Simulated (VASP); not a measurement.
# AlN (Pm) in VASP: further runs

Runs on AlN. Level: PBE. Tasks: single point.

All numbers are computed with VASP 6.6.1; they aren't measurements. Logs are shortened: lines on timing, memory, paths and dates and some standing lists are left out, and cuts for length are marked.

**1. The cell of the first run**

It takes space group Pm (No. 6, monoclinic). Conventional cell: a = 3.313 Å, b = 4.187 Å, c = 5.739 Å, α = 90.00°, β = 90.00°, γ = 90.00°. Within 2.2 Å of Al (site symmetry m) lie 5 N at 1.52 to 2.20 Å. Within 2.5 Å of Al (site symmetry m) lie 5 N at 1.91 to 2.09 Å. Within 2.6 Å of Al (site symmetry m) lie 5 N at 1.91 to 2.09 Å and 2 Al at 2.59 Å. Al (site symmetry m) has 5 N at 1.91 to 2.09 Å within 2.5 Å. Within 2.5 Å of N (site symmetry m) lie 5 Al at 1.91 to 2.13 Å. Within 2.5 Å of N (site symmetry m) lie 5 Al at 1.91 to 2.09 Å. N (site symmetry m) has 5 Al at 1.52 to 2.09 Å within 2.1 Å. Within 2.5 Å of N (site symmetry m) lie 5 Al at 1.91 to 2.20 Å.

**2. Single point, PBE (atom 1 (Al) moved by +0.378 Å along [1 0 0] and -0.126 Å along [1 2 0])**

File INCAR:

```
PREC = Accurate
ENCUT = 520
EDIFF = 1E-6
ISMEAR = 0
SIGMA = 0.05
LREAL = False
LASPH = True
NELM = 60
ALGO = Normal
ISIF = 2
LWAVE = False
LCHARG = False
GGA = PE
NBANDS = 26
```

File KPOINTS:

```
Automatic mesh
0
Gamma
  8 6 4
```

File POSCAR:

```
AlN
1.0
   -1.6567491617      2.8695737234      0.0000000000
    0.0000000000      0.0000000000      4.1874629526
    4.9702474850      2.8695737234      0.0000000000
Al N
4 4
Direct
    0.4100288662      0.7500000000      0.2127288397
    0.0000000000      0.7500000000      0.6666666667
    0.0000000000      0.2500000000      0.3333333333
    0.5000000000      0.2500000000      0.8333333333
    0.5000000000      0.2500000000      0.1666666667
    0.0000000000      0.2500000000      0.6666666667
    0.0000000000      0.7500000000      0.3333333333
    0.5000000000      0.7500000000      0.8333333333
```

Potentials or basis: VASP PAW PBE potentials, release 64 (Al, N).

Launch:

```console
$ cat potpaw_PBE.64/Al/POTCAR potpaw_PBE.64/N/POTCAR > POTCAR
$ mpirun -np 1 vasp_std > vasp.out
```

OUTCAR:

```text
PREC = Accurate
   ENCUT = 520
   EDIFF = 1E-6
   ISMEAR = 0
   LREAL = False
   LASPH = True
   NELM = 60
   ISIF = 2
   GGA = PE

 ion  position               nearest neighbor table
   1  0.410  0.750  0.213-   7 1.52   7 2.07   5 2.13   5 2.13   8 2.20   3 2.59   3 2.59   2 2.94
                             3 2.95   3 2.95   4 3.04   4 3.04   2 3.26
   2  0.000  0.750  0.667-   8 1.91   8 1.91   7 1.91   6 2.09   6 2.09   4 2.84   4 2.84   4 2.84
                             4 2.84   3 2.84   3 2.84   1 2.94   1 3.26
   3  0.000  0.250  0.333-   5 1.91   5 1.91   6 1.91   7 2.09   7 2.09   1 2.59   1 2.59   2 2.84
                             2 2.84   1 2.95   1 2.95   4 3.31   4 3.31   4 3.31   4 3.31
   4  0.500  0.250  0.833-   6 1.91   6 1.91   5 1.91   8 2.09   8 2.09   2 2.84   2 2.84   2 2.84
                             2 2.84   1 3.04   1 3.04   3 3.31   3 3.31   3 3.31   3 3.31
   5  0.500  0.250  0.167-   3 1.91   3 1.91   4 1.91   1 2.13   1 2.13
   6  0.000  0.250  0.667-   4 1.91   4 1.91   3 1.91   2 2.09   2 2.09
   7  0.000  0.750  0.333-   1 1.52   2 1.91   1 2.07   3 2.09   3 2.09
   8  0.500  0.750  0.833-   2 1.91   2 1.91   4 2.09   4 2.09   1 2.20

  LATTYP: Found a simple orthorhombic cell.
 ALAT       =     3.3134983233
 B/A-ratio  =     1.2637588868
 C/A-ratio  =     1.7320508076

  Lattice vectors:

 A1 = (  -1.6567491617,   2.8695737234,   0.0000000000)
 A2 = (   0.0000000000,   0.0000000000,   4.1874629526)
 A3 = (   4.9702474850,   2.8695737234,   0.0000000000)

Analysis of symmetry for initial positions (statically):
=====================================================================
 Subroutine PRICEL returns:
 Original cell was already a primitive cell.

 Routine SETGRP: Setting up the symmetry group for a
 simple orthorhombic supercell.

 Subroutine GETGRP returns: Found  2 space group operations
 (whereof  1 operations were pure point group operations)
 out of a pool of  8 trial point group operations.

The static configuration has the point symmetry C_1 .
 The point group associated with its full space group is C_1h.

Analysis of symmetry for dynamics (positions and initial velocities):
=====================================================================
 Subroutine PRICEL returns:
 Original cell was already a primitive cell.

 Routine SETGRP: Setting up the symmetry group for a
 simple orthorhombic supercell.

 Subroutine GETGRP returns: Found  2 space group operations
 (whereof  1 operations were pure point group operations)
 out of a pool of  8 trial point group operations.

[... 120 lines left out ...]
   ISYM   =      2    0-nonsym 1-usesym 2-fastsym
   POTIM  = 0.5000    time-step for ionic-motion
   TEBEG  =    0.0;   TEEND  =   0.0 temperature during run
   PSTRESS=    0.0 pullay stress
   NELECT =      32.0000    total number of electrons
   NUPDOWN=      -1.0000    fix difference up-down
   EMIN   =  10.00;   EMAX   =-10.00  energy-range for DOS
   EFERMI =   0.00;   METHOD = LEGACY
   ISMEAR =     0;   SIGMA  =   0.05  broadening in eV -4-tet -1-fermi 0-gaus
   EFERMI_NEDOS =   21; number of points for ismear=-14 and -15
   IALGO  =     38    algorithm
   IMIX   =      4    mixing-type and parameters
     AMIX     =   0.40;   BMIX     =  1.00
     AMIX_MAG =   1.60;   BMIX_MAG =  1.00
  volume/ion in A,a.u.               =       9.95        67.17
  Fermi-wavevector in a.u.,A,eV,Ry     =   1.208082  2.282944 19.857191  1.459462
  Thomas-Fermi vector in A             =   2.343701
   LORBIT       =      0    0 simple, 1 ext, 2 COOP (PROOUT), +10 PAW based schemes
   GGA     = PE    functional components
   LHFCALC =     F    Hartree Fock is set to
   AEXX    =    0.0000 exact exchange contribution
   IVDW    =     0    specifies the selected vdW correction
   LEPSILON=     F    determine dielectric tensor
   LRPA    =     F    only Hartree local field effects (RPA)
 non-spin polarized calculation
 Gauss-broadening in eV      SIGMA  =   0.05
  energy-cutoff  :      520.00
  volume of cell :       79.63
 maximum number of plane-waves:      2174
 NGX is ok and might be reduce to    28
   NGX = 13   NGY = 15   NGZ = 21

 number of electron      31.9999994 magnetization

 Free energy of the ion-electron system (eV)
  ---------------------------------------------------
  ext. energy  EPLUGINS =         0.00000000
  ---------------------------------------------------
  free energy    TOTEN  =       -56.36440034 eV

  energy without entropy =      -56.36440034  energy(sigma->0) =      -56.36440034

 E-fermi :   8.1864     XC(G=0): -11.1469

 val. band max:        7.8947587461   @ k =   0.0000   0.0000   0.0000
 cond. band min:      10.8294376241   @ k =   0.0000   0.0000   0.0000
 fundamental gap:      2.9346788780
 Fermi energy:         8.1863966789

 k-point     1 :       0.0000    0.0000    0.0000
  band No.  band energies     occupation
      1      -9.0615      2.00000
      2      -7.0785      2.00000
      3      -6.0614      2.00000
      4      -4.9786      2.00000
      5       0.9069      2.00000
      6       1.3677      2.00000
[... 685 lines left out ...]
     25      17.6857      0.00000
     26      17.9905      0.00000

 [... further k-points ...]

------------------------ aborting loop because EDIFF is reached ----------------------------------------

  FORCE on cell =-STRESS in cart. coord.  units (eV):
  Direction    XX          YY          ZZ          XY          YZ          ZX
  --------------------------------------------------------------------------------------
  -------------------------------------------------------------------------------------
  Total       10.4166255      3.3076613      0.2152242     -8.2427808      0.0000000      0.0000000
  in kB      209.5812931     66.5497601      4.3302856   -165.8437910      0.0000000      0.0000000
  external PRESSURE =      93.4871129 kB  Pullay stress =       0.0000000 kB

 VOLUME and BASIS-vectors are now :
 -----------------------------------------------------------------------------
  energy-cutoff  :      520.00
  volume of cell :       79.63
      direct lattice vectors                 reciprocal lattice vectors
    -1.656749162  2.869573723  0.000000000    -0.150897919  0.261362862  0.000000000
     0.000000000  0.000000000  4.187462953     0.000000000  0.000000000  0.238808083
     4.970247485  2.869573723  0.000000000     0.150897919  0.087120954  0.000000000

 POSITION                                       TOTAL-FORCE (eV/Angst)
 -----------------------------------------------------------------------------------
      0.37800      1.78705      3.14060       -13.115644      6.784216      0.000000
      3.31350      1.91305      3.14060         1.144310      0.476669      0.000000
      1.65675      0.95652      1.04687         0.554786     -0.655045      0.000000
      3.31350      3.82610      1.04687         0.184359      0.216606      0.000000
      0.00000      1.91305      1.04687         1.265138      0.037676      0.000000
      3.31350      1.91305      1.04687        -0.476690     -0.307001      0.000000
      1.65675      0.95652      3.14060         9.842423     -6.446981      0.000000
      3.31350      3.82610      3.14060         0.601318     -0.106141      0.000000
 -----------------------------------------------------------------------------------
    total drift:                               -0.000458      0.000402      0.000000

  FREE ENERGIE OF THE ION-ELECTRON SYSTEM (eV)
  ---------------------------------------------------
  free  energy   TOTEN  =       -56.3644003410 eV

  energy  without entropy=      -56.3644003410  energy(sigma->0) =      -56.36440034
```

OSZICAR:

```text
N       E                     dE             d eps       ncg     rms          rms(c)
DAV:   1     0.112669882625E+03    0.11267E+03   -0.14898E+04  3744   0.111E+03
DAV:   2    -0.565185672242E+02   -0.16919E+03   -0.15831E+03  5152   0.230E+02
DAV:   3    -0.659907368583E+02   -0.94722E+01   -0.94136E+01  5050   0.558E+01
DAV:   4    -0.660801613933E+02   -0.89425E-01   -0.89367E-01  4516   0.612E+00
DAV:   5    -0.660815335845E+02   -0.13722E-02   -0.13719E-02  4956   0.758E-01    0.173E+01
DAV:   6    -0.564407628276E+02    0.96408E+01   -0.29171E+01  4832   0.292E+01    0.606E+00
DAV:   7    -0.564149207115E+02    0.25842E-01   -0.17911E+00  4550   0.711E+00    0.409E+00
DAV:   8    -0.563691217908E+02    0.45799E-01   -0.14238E-01  4722   0.269E+00    0.803E-01
DAV:   9    -0.563635188441E+02    0.56029E-02   -0.29567E-02  4962   0.111E+00    0.375E-01
DAV:  10    -0.563640644926E+02   -0.54565E-03   -0.69040E-03  4572   0.462E-01    0.208E-01
DAV:  11    -0.563643274215E+02   -0.26293E-03   -0.90568E-04  4528   0.256E-01    0.637E-02
DAV:  12    -0.563643985309E+02   -0.71109E-04   -0.23567E-04  4212   0.114E-01    0.194E-02
DAV:  13    -0.563643989957E+02   -0.46481E-06   -0.53186E-05  4884   0.472E-02    0.156E-02
DAV:  14    -0.563644003437E+02   -0.13480E-05   -0.85875E-06  4292   0.207E-02    0.898E-03
DAV:  15    -0.563644003410E+02    0.26687E-08   -0.14593E-06  3034   0.763E-03
   1 F= -.56364400E+02 E0= -.56364400E+02  d E =-.246564E-18
```

stdout:

```text
POSCAR found type information on POSCAR AlN
 POSCAR found :  2 types and       8 ions
 scaLAPACK will be used
 LDA part: xc-table for (Slater+PW92), standard interpolation
 POSCAR, INCAR and KPOINTS ok, starting setup
 FFT: planning ... GRIDC
 FFT: planning ... GRID_SOFT
 FFT: planning ... GRID
 WAVECAR not read
 entering main loop
```

Run time: 1.7 min. Hardware: 1 thread of Intel Xeon Platinum 8124M at 3.00GHz (Skylake/Cascade Lake), shared host; peak memory 0.26 GiB.

Results:

* Free energy: -56.3644 eV
* Pressure: 9.3 GPa
* Largest force: 14.766 eV/Å
* Band gap on the k mesh: 2.93 eV

Forces in eV/Å, atoms in the order of the input:
```
Al  -13.116   6.784   0.000
Al    1.144   0.477   0.000
Al    0.555  -0.655   0.000
Al    0.184   0.217   0.000
N     1.265   0.038   0.000
N    -0.477  -0.307   0.000
N     9.842  -6.447   0.000
N     0.601  -0.106   0.000
```

Levels at points of the mesh, in eV from the valence-band top:
```tsv
k point	band 14	band 15	band 16	band 17	band 18	band 19
(0.00, 0.00, 0.00)	-1.44	-1.07	0.00	2.93	3.82	4.42
(0.50, 0.00, 0.00)	-2.36	-2.22	-1.78	5.28	5.53	6.07
(0.00, 0.50, 0.00)	-2.10	-1.72	-1.45	4.74	5.05	5.62
(0.50, 0.50, 0.00)	-0.96	-0.88	-0.65	5.54	5.62	6.38
(0.00, 0.00, 0.50)	-1.41	-1.01	-0.74	4.38	4.92	5.82
(0.50, 0.00, 0.50)	-2.63	-1.60	-1.07	3.52	4.14	6.60
(0.00, 0.50, 0.50)	-2.13	-1.55	-1.40	4.76	5.22	5.49
(0.50, 0.50, 0.50)	-1.64	-1.41	-1.31	4.51	4.73	5.20
```

Caveat: the cell differs from its parent crystal (atom 1 (Al) moved by +0.378 Å along [1 0 0] and -0.126 Å along [1 2 0]); the stress differs along the axes, from 0 to 21 GPa; forces of over 1 eV/Å act on the atoms, so gaps and moduli don't describe the material at rest.

[end of part 1 of 3]
